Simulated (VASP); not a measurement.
# Zr: single point with PBEsol

Zr:

```
CELL_PARAMETERS angstrom
3.23200 0.00000 0.00000
-1.61600 2.79899 0.00000
0.00000 0.00000 5.14700
ATOMIC_POSITIONS crystal
Zr 0.36013 0.72026 0.19171
Zr 0.66667 0.33333 0.75000
```

This cell differs from its parent crystal: atom 1 (Zr) moved by (+0.150, -0.300) A along y and z.

* Program: VASP 6.6.1
* Task: single point
* Functional: PBEsol
* Potentials or basis: VASP PAW PBE potentials, release 64 (Zr_sv)
* Cutoff: 520 eV
* k mesh: 18 × 18 × 10
* Occupations: gaussian, width 0.15 eV
* Spin: no spin polarisation

```yaml
Pressure: -0.1 GPa
Largest_force: 1.622 eV/Å
Band_gap_on_the_k_mesh: zero (band 12 reaches 9.62 eV, above the bottom of band 13 at 8.56 eV)
```

Forces on the atoms (eV/Å):
```
Zr   0.000 -0.070  1.621
Zr   0.000  0.070 -1.621
```

Stress tensor (GPa, compression positive):
```
-2.79  0.00  0.00
 0.00  0.19 -0.17
 0.00 -0.17  2.27
```

Levels at points of the mesh, in eV from the Fermi level:
```csv
k point,band 10,band 11,band 12,band 13,band 14,band 15
"(0.00, 0.00, 0.00)",-3.12,0.39,0.65,0.75,1.08,1.20
"(0.50, 0.00, 0.00)",-2.55,-2.10,-0.08,0.38,0.96,1.85
"(0.00, 0.50, 0.00)",-2.30,-1.74,-0.22,0.38,0.50,1.53
"(0.00, 0.00, 0.50)",-3.82,-0.94,0.52,0.59,0.62,0.71
"(0.50, 0.00, 0.50)",-2.67,-1.52,-0.64,1.39,1.61,2.00
"(0.00, 0.50, 0.50)",-2.79,-1.46,-0.48,1.49,1.76,1.83
```

Run time: 27 min on 1 thread of Oxide Virtual Turin-like Processor, on a shared host, peak memory 0.63 GiB.

Caveat: the cell differs from its parent crystal (atom 1 (Zr) moved by (+0.150, -0.300) A along y and z); the PAW data sets were made with another functional, which shifts forces and pressure a little.
